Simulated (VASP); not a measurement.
# WSe2 (P-6m2) in VASP: notebook

WSe2 is run at these levels: r2SCAN; tasks: single point.

Program: VASP 6.6.1. These are calculated values, not measurements. Logs are shortened: lines on timing, memory, paths and dates and some standing lists are left out, and cuts for length are marked.

## (1) The cell of the first run

The structure is hexagonal, space group P-6m2 (No. 187). Conventional cell: a = 3.297 Å, b = 3.297 Å, c = 7.488 Å, α = 90.00°, β = 90.00°, γ = 120.00°. Within 3.3 Å of W (site symmetry -6m2) lie 6 Se at 2.53 Å and 6 W at 3.30 Å. Within 3.4 Å of Se (site symmetry 3m) lie 3 W at 2.53 Å and 7 Se at 3.30 to 3.34 Å.

## (2) Single point, r2SCAN (uniaxial z strain +4.2%)

File POSCAR:

```
WSe2
1.0
    3.2972133755      0.0000000000      0.0000000000
   -1.6486066878      2.8554705449      0.0000000000
    0.0000000000      0.0000000000      7.4881675009
W Se
1 2
Direct
    0.0000000000      0.0000000000      0.0000000000
    0.3333333333      0.6666666667      0.2227817623
    0.3333333333      0.6666666667      0.7772182377
```

File INCAR.step1:

```
ALGO     = Normal         # electronic algorithm
EDIFF    = 1E-4           # SCF threshold, eV
ENCUT    = 520            # plane-wave cutoff, eV
GGA      = PE             # functional
ISMEAR   = 0              # smearing method
LASPH    = T              # aspherical terms in the spheres
LCHARG   = F              # write CHGCAR
LREAL    = F              # projectors in reciprocal space
LWAVE    = T              # write WAVECAR
NBANDS   = 20             # bands
NELM     = 60             # most SCF steps
PREC     = Accurate       # precision mode
SIGMA    = 0.01           # smearing width, eV
```

File INCAR.step2:

```
ALGO     = Normal         # electronic algorithm
EDIFF    = 1E-6           # SCF threshold, eV
ENCUT    = 520            # plane-wave cutoff, eV
ISIF     = 2              # what is computed and relaxed
ISMEAR   = 0              # smearing method
ISTART   = 1            
LASPH    = T              # aspherical terms in the spheres
LCHARG   = F              # write CHGCAR
LMIXTAU  = T            
LREAL    = F              # projectors in reciprocal space
LWAVE    = F              # write WAVECAR
METAGGA  = R2SCAN         # meta-GGA
NBANDS   = 20             # bands
NELM     = 60             # most SCF steps
PREC     = Accurate       # precision mode
SIGMA    = 0.01           # smearing width, eV
```

File KPOINTS:

```
k-points
0
Gamma
  12 12 4
```

Potentials or basis: VASP PAW PBE potentials, release 64 (W_sv, Se).

On the command line:

```sh
$ cat potpaw_PBE.64/W_sv/POTCAR potpaw_PBE.64/Se/POTCAR > POTCAR
$ cp INCAR.step1 INCAR
$ mpirun -np 1 vasp_std > vasp.out
$ cp INCAR.step2 INCAR
$ mpirun -np 1 vasp_std > vasp.out
```

OUTCAR:

```text
EDIFF = 1E-6
   ENCUT = 520
   ISIF = 2
   ISMEAR = 0
   ISTART = 1
   LASPH = T
   LREAL = F
   METAGGA = R2SCAN
   NELM = 60
   PREC = Accurate

 ion  position               nearest neighbor table
   1  0.000  0.000  0.000-   2 2.53   3 2.53   2 2.53   3 2.53   2 2.53   3 2.53
   2  0.333  0.667  0.223-   1 2.53   1 2.53   1 2.53
   3  0.333  0.667  0.777-   1 2.53   1 2.53   1 2.53

  LATTYP: Found a hexagonal cell.
 ALAT       =     3.2972133755
 C/A-ratio  =     2.2710594214

  Lattice vectors:

 A1 = (   3.2972133755,   0.0000000000,   0.0000000000)
 A2 = (  -1.6486066878,   2.8554705449,   0.0000000000)
 A3 = (   0.0000000000,   0.0000000000,   7.4881675009)

Analysis of symmetry for initial positions (statically):
=====================================================================
 Subroutine PRICEL returns:
 Original cell was already a primitive cell.

 Routine SETGRP: Setting up the symmetry group for a
 hexagonal supercell.

 Subroutine GETGRP returns: Found 12 space group operations
 (whereof 12 operations were pure point group operations)
 out of a pool of 24 trial point group operations.

The static configuration has the point symmetry D_3h.

Analysis of symmetry for dynamics (positions and initial velocities):
=====================================================================
 Subroutine PRICEL returns:
 Original cell was already a primitive cell.

 Routine SETGRP: Setting up the symmetry group for a
 hexagonal supercell.

 Subroutine GETGRP returns: Found 12 space group operations
 (whereof 12 operations were pure point group operations)
 out of a pool of 24 trial point group operations.

The dynamic configuration has the point symmetry D_3h.

 Subroutine INISYM returns: Found 12 space group operations
 (whereof 12 operations are pure point group operations),
 and found     1 'primitive' translations

----------------------------------------------------------------------------------------

                                     Primitive cell

  volume of cell :      70.5018

  direct lattice vectors                    reciprocal lattice vectors
     3.297213376  0.000000000  0.000000000     0.303286408  0.175102489  0.000000000
    -1.648606688  2.855470545  0.000000000     0.000000000  0.350204978  0.000000000
     0.000000000  0.000000000  7.488167501     0.000000000  0.000000000  0.133544021

  length of vectors
     3.297213376  3.297213376  7.488167501     0.350204978  0.350204978  0.133544021

  position of ions in fractional coordinates (direct lattice)
     0.000000000  0.000000000  0.000000000
     0.333333333  0.666666667  0.222781762
     0.333333333  0.666666667  0.777218238

  ion indices of the primitive-cell ions
   primitive index   ion index
                 1           1
                 2           2
                 3           3

----------------------------------------------------------------------------------------

 KPOINTS: k-points

Automatic generation of k-mesh.
 Grid dimensions read from file:
 generate k-points for:   12   12    4

 Generating k-lattice:

  Cartesian coordinates                     Fractional coordinates (reciprocal lattice)
     0.025273867  0.014591874  0.000000000     0.083333333 -0.000000000  0.000000000
     0.000000000  0.029183748  0.000000000     0.000000000  0.083333333  0.000000000
     0.000000000  0.000000000  0.033386005     0.000000000  0.000000000  0.250000000

  Length of vectors
     0.029183748  0.029183748  0.033386005

  Shift w.r.t. Gamma in fractional coordinates (k-lattice)
     0.000000000  0.000000000  0.000000000

 Subroutine IBZKPT returns following result:
 ===========================================

 Found     57 irreducible k-points:

 Following reciprocal coordinates:
            Coordinates               Weight
  0.000000  0.000000  0.000000      1.000000
  0.083333 -0.000000  0.000000      6.000000
  0.166667 -0.000000  0.000000      6.000000
  0.250000  0.000000  0.000000      6.000000
  0.333333  0.000000  0.000000      6.000000
  0.416667 -0.000000  0.000000      6.000000
[... 16 lines left out ...]
  0.250000  0.000000  0.250000     12.000000
  0.333333  0.000000  0.250000     12.000000
 [... further k-points ...]
   k-points           NKPTS =     57   k-points in BZ     NKDIM =     57   number of bands    NBANDS=     20
   number of dos      NEDOS =    301   number of ions     NIONS =      3
   total plane-waves  NPLWV =  43904
   dimension x,y,z NGX =    28 NGY =   28 NGZ =   56
   dimension x,y,z NGXF=    56 NGYF=   56 NGZF=  112
   ions per type =               1   2
   NGX,Y,Z   is equivalent  to a cutoff of  14.12, 14.12, 12.43 a.u.
   NGXF,Y,Z  is equivalent  to a cutoff of  28.24, 28.24, 24.87 a.u.
 SYSTEM =  unknown system
   PREC   = accura    normal or accurate (medium, high low for compatibility)
   ISTART =      1    job   : 0-new  1-cont  2-samecut
   ICHARG =      0    charge: 1-file 2-atom 10-const
   ISPIN  =      1    spin polarized calculation?
   LNONCOLLINEAR =      F non collinear calculations
   LSORBIT =      F    spin-orbit coupling
   LASPH  =      T    aspherical Exc in radial PAW
   ENCUT  =  520.0 eV  38.22 Ry    6.18 a.u.   6.13  6.13 13.92*2*pi/ulx,y,z
   NELM   =     60;   NELMIN=  2; NELMDL=  0     # of ELM steps
   EDIFF  = 0.1E-05   stopping-criterion for ELM
   LREAL  =      F    real-space projection
   EDIFFG = 0.1E-04   stopping-criterion for IOM
   NSW    =      0    number of steps for IOM
   IBRION =     -1    ionic relax: 0-MD 1-quasi-New 2-CG
   NFREE  =      0    steps in history (QN), initial steepest desc. (CG)
   ISIF   =      2    stress and relaxation
   ISYM   =      2    0-nonsym 1-usesym 2-fastsym
   POTIM  = 0.5000    time-step for ionic-motion
   TEBEG  =    0.0;   TEEND  =   0.0 temperature during run
   PSTRESS=    0.0 pullay stress
   NELECT =      26.0000    total number of electrons
   NUPDOWN=      -1.0000    fix difference up-down
   EMIN   =  10.00;   EMAX   =-10.00  energy-range for DOS
   EFERMI =   0.00;   METHOD = LEGACY
   ISMEAR =     0;   SIGMA  =   0.01  broadening in eV -4-tet -1-fermi 0-gaus
   EFERMI_NEDOS =   21; number of points for ismear=-14 and -15
   IALGO  =     38    algorithm
   IMIX   =      4    mixing-type and parameters
     AMIX     =   0.40;   BMIX     =  1.00
     AMIX_MAG =   1.60;   BMIX_MAG =  1.00
  volume/ion in A,a.u.               =      23.50       158.59
  Fermi-wavevector in a.u.,A,eV,Ry     =   1.173994  2.218527 18.752389  1.378262
  Thomas-Fermi vector in A             =   2.310398
   LORBIT       =      0    0 simple, 1 ext, 2 COOP (PROOUT), +10 PAW based schemes
   METAGGA = R2SCAN    functional components
   LHFCALC =     F    Hartree Fock is set to
   AEXX    =    0.0000 exact exchange contribution
   IVDW    =     0    specifies the selected vdW correction
   LEPSILON=     F    determine dielectric tensor
   LRPA    =     F    only Hartree local field effects (RPA)
 non-spin polarized calculation
 Gauss-broadening in eV      SIGMA  =   0.01
  energy-cutoff  :      520.00
  volume of cell :       70.50
 maximum number of plane-waves:      1926
 NGX is ok and might be reduce to    28
   NGX = 13   NGY = 13   NGZ = 27

 number of electron      26.0000000 magnetization

 Free energy of the ion-electron system (eV)
  ---------------------------------------------------
  ext. energy  EPLUGINS =         0.00000000
  ---------------------------------------------------
  free energy    TOTEN  =       -81.76295512 eV

  energy without entropy =      -81.76295512  energy(sigma->0) =      -81.76295512

 E-fermi :   4.4755     XC(G=0): -10.2893

 val. band max:        4.2553836942   @ k =   0.3333   0.3333   0.5000
 cond. band min:       5.8670144563   @ k =   0.1667   0.1667   0.0000
 fundamental gap:      1.6116307621
 Fermi energy:         4.4754716080

 k-point     1 :       0.0000    0.0000    0.0000
  band No.  band energies     occupation
      1     -71.7571      2.00000
      2     -35.3482      2.00000
      3     -35.2267      2.00000
      4     -35.2267      2.00000
      5     -11.2316      2.00000
      6      -9.8271      2.00000
[... 12 lines left out ...]
     19      11.5478      0.00000
     20      13.3784      0.00000

 k-point     2 :       0.0833   -0.0000    0.0000
  band No.  band energies     occupation
      1     -71.7563      2.00000
      2     -35.3450      2.00000
      3     -35.2433      2.00000
      4     -35.2306      2.00000
      5     -11.1228      2.00000
      6      -9.7742      2.00000
[... 12 lines left out ...]
     19      11.8258      0.00000
     20      13.9572      0.00000

 k-point     3 :       0.1667   -0.0000    0.0000
  band No.  band energies     occupation
      1     -71.7542      2.00000
      2     -35.3361      2.00000
      3     -35.2885      2.00000
      4     -35.2412      2.00000
      5     -10.8109      2.00000
      6      -9.6232      2.00000
[... 12 lines left out ...]
     19      12.6332      0.00000
     20      13.8176      0.00000

 k-point     4 :       0.2500    0.0000    0.0000
  band No.  band energies     occupation
      1     -71.7513      2.00000
      2     -35.3496      2.00000
      3     -35.3240      2.00000
      4     -35.2556      2.00000
      5     -10.3422      2.00000
      6      -9.3989      2.00000
[... 12 lines left out ...]
     19      12.3991      0.00000
     20      13.6024      0.00000

 k-point     5 :       0.3333    0.0000    0.0000
  band No.  band energies     occupation
      1     -71.7484      2.00000
      2     -35.4101      2.00000
      3     -35.3119      2.00000
      4     -35.2700      2.00000
      5      -9.8040      2.00000
      6      -9.1485      2.00000
[... 12 lines left out ...]
     19      11.3499      0.00000
     20      12.7617      0.00000
[... 353 lines left out ...]
      6      -9.8052      2.00000
[... 12 lines left out ...]
     19      11.7609      0.00000
     20      13.8600      0.00000

 k-point    22 :       0.1667   -0.0000    0.2500
  band No.  band energies     occupation
      1     -71.7542      2.00000
      2     -35.3361      2.00000
      3     -35.2885      2.00000
      4     -35.2412      2.00000
      5     -10.7938      2.00000
      6      -9.6523      2.00000
[... 12 lines left out ...]
     19      12.4380      0.00000
     20      13.8810      0.00000

 k-point    23 :       0.2500    0.0000    0.2500
  band No.  band energies     occupation
      1     -71.7513      2.00000
      2     -35.3496      2.00000
      3     -35.3240      2.00000
      4     -35.2556      2.00000
      5     -10.3251      2.00000
      6      -9.4251      2.00000
[... 12 lines left out ...]
     19      12.3536      0.00000
     20      13.5077      0.00000

 k-point    24 :       0.3333    0.0000    0.2500
  band No.  band energies     occupation
      1     -71.7484      2.00000
      2     -35.4101      2.00000
      3     -35.3119      2.00000
      4     -35.2700      2.00000
      5      -9.7873      2.00000
      6      -9.1713      2.00000
[... 12 lines left out ...]
     19      11.6449      0.00000
     20      12.6858      0.00000

 [... further k-points ...]

------------------------ aborting loop because EDIFF is reached ----------------------------------------

  FORCE on cell =-STRESS in cart. coord.  units (eV):
  Direction    XX          YY          ZZ          XY          YZ          ZX
  --------------------------------------------------------------------------------------
  -------------------------------------------------------------------------------------
  Total        0.5789252      0.5789252      0.1472183     -0.0000000      0.0000000      0.0000000
  in kB       13.1562682     13.1562682      3.3455862     -0.0000000      0.0000000      0.0000000
  external PRESSURE =       9.8860409 kB  Pullay stress =       0.0000000 kB

 VOLUME and BASIS-vectors are now :
 -----------------------------------------------------------------------------
  energy-cutoff  :      520.00
  volume of cell :       70.50
      direct lattice vectors                 reciprocal lattice vectors
     3.297213376  0.000000000  0.000000000     0.303286408  0.175102489  0.000000000
    -1.648606688  2.855470545  0.000000000     0.000000000  0.350204978  0.000000000
     0.000000000  0.000000000  7.488167501     0.000000000  0.000000000  0.133544021

 POSITION                                       TOTAL-FORCE (eV/Angst)
 -----------------------------------------------------------------------------------
      0.00000      0.00000      0.00000         0.000000     -0.000000      0.000000
     -0.00000      1.90365      1.66823         0.000000      0.000000      0.027332
     -0.00000      1.90365      5.81994        -0.000000      0.000000     -0.027332
 -----------------------------------------------------------------------------------
    total drift:                                0.000000     -0.000000     -0.000000

  FREE ENERGIE OF THE ION-ELECTRON SYSTEM (eV)
  ---------------------------------------------------
  free  energy   TOTEN  =       -81.7629551166 eV

  energy  without entropy=      -81.7629551166  energy(sigma->0) =      -81.76295512
```

It took 2.7 min on 1 thread of Intel Xeon 6975P-C (Granite Rapids), shared host; peak memory 0.25 GiB.

Results:

```yaml
Free_energy: -81.7630 eV
Pressure: 1.0 GPa
Largest_force: 0.027 eV/Å
Band_gap_on_the_k_mesh: 1.61 eV (least direct gap 1.69 eV)
```

Forces in eV/Å, atoms in the order of the input:
```
W    0.000  0.000  0.000
Se   0.000  0.000  0.027
Se   0.000  0.000 -0.027
```

Levels at points of the mesh, in eV from the valence-band top:
```csv
k point,band 9,band 10,band 11,band 12,band 13,band 14,band 15,band 16,band 17,band 18
"(0.00, 0.00, 0.00)",-2.54,-1.84,-1.36,-1.36,-0.62,3.12,3.12,3.25,3.25,4.95
"(0.50, 0.00, 0.00)",-4.53,-3.20,-2.09,-1.16,-1.09,2.54,2.83,4.31,4.43,4.69
"(0.00, 0.00, 0.50)",-2.54,-2.54,-1.36,-1.36,-0.05,3.09,3.09,3.29,3.29,5.75
"(0.50, 0.00, 0.50)",-4.32,-3.21,-2.53,-1.06,-0.98,2.55,2.98,3.76,4.58,5.15
```

Caveat: the cell differs from its parent crystal (uniaxial z strain +4.2%); the PAW data sets were made with another functional, which shifts forces and pressure a little; spin-orbit coupling is left out, which moves the levels of the heavy elements.

## (3) Single point, r2SCAN (strain +5.2%)

File POSCAR:

```
WSe2
1.0
    3.4683387497      0.0000000000      0.0000000000
   -1.7341693749      3.0036694662      0.0000000000
    0.0000000000      0.0000000000      7.5571365194
W Se
1 2
Direct
    0.0000000000      0.0000000000      0.0000000000
    0.3333333333      0.6666666667      0.2132665273
    0.3333333333      0.6666666667      0.7867334727
```

File INCAR.step1:

```
  ALGO = Normal
  EDIFF = 1E-4
  ENCUT = 520
  GGA = PE
  ISMEAR = 0
  LASPH = True
  LCHARG = False
  LREAL = False
  LWAVE = True
  NBANDS = 20
  NELM = 100
  PREC = Accurate
  SIGMA = 0.01
```

File INCAR.step2:

```
  ALGO = Normal
  EDIFF = 1E-6
  ENCUT = 520
  ISIF = 2
  ISMEAR = 0
  ISTART = 1
  LASPH = True
  LCHARG = True
  LELF = True
  LMIXTAU = True
  LREAL = False
  LVHAR = True
  LWAVE = False
  METAGGA = R2SCAN
  NBANDS = 20
  NELM = 100
  PREC = Accurate
  SIGMA = 0.01
```

KPOINTS is that of step 2.

Potentials or basis: VASP PAW PBE potentials, release 64 (W_sv, Se).

On the command line:

```sh
$ cat potpaw_PBE.64/W_sv/POTCAR potpaw_PBE.64/Se/POTCAR > POTCAR
$ cp INCAR.step1 INCAR
$ mpirun -np 1 vasp_std > vasp.out
$ cp INCAR.step2 INCAR
$ mpirun -np 1 vasp_std > vasp.out
```

Run time: 3.2 min. Hardware: 1 thread of Intel Xeon 6975P-C (Granite Rapids), shared host; peak memory 0.26 GiB.

It converged, with:

```
Free energy            : -81.5893 eV
Pressure               : -5.2 GPa
Largest force          : 0.022 eV/Å
Band gap on the k mesh : 0.72 eV (least direct gap 1.15 eV)
```

Forces in eV/Å, atoms in the order of the input:
```
W    0.000  0.000  0.000
Se   0.000  0.000  0.022
Se   0.000  0.000 -0.022
```

Stress tensor (GPa, compression positive):
```
-7.90  0.00  0.00
 0.00 -7.90  0.00
 0.00  0.00  0.05
```

Levels at points of the mesh, in eV from the valence-band top:
```
           k point  band 11  band 12  band 13  band 14  band 15  band 16
(0.00, 0.00, 0.00)    -2.08    -1.64    -0.39     2.37     2.37     2.62
(0.50, 0.00, 0.00)    -1.99    -1.89    -1.27     1.60     1.93     3.69
(0.00, 0.00, 0.50)    -2.08    -2.08     0.00     2.34     2.34     2.65
(0.50, 0.00, 0.50)    -2.35    -1.87    -1.16     1.61     1.95     3.28
```

Caveat: the cell differs from its parent crystal (strain +5.2%); the cell stands under tension; the PAW data sets were made with another functional, which shifts forces and pressure a little; spin-orbit coupling is left out, which moves the levels of the heavy elements.
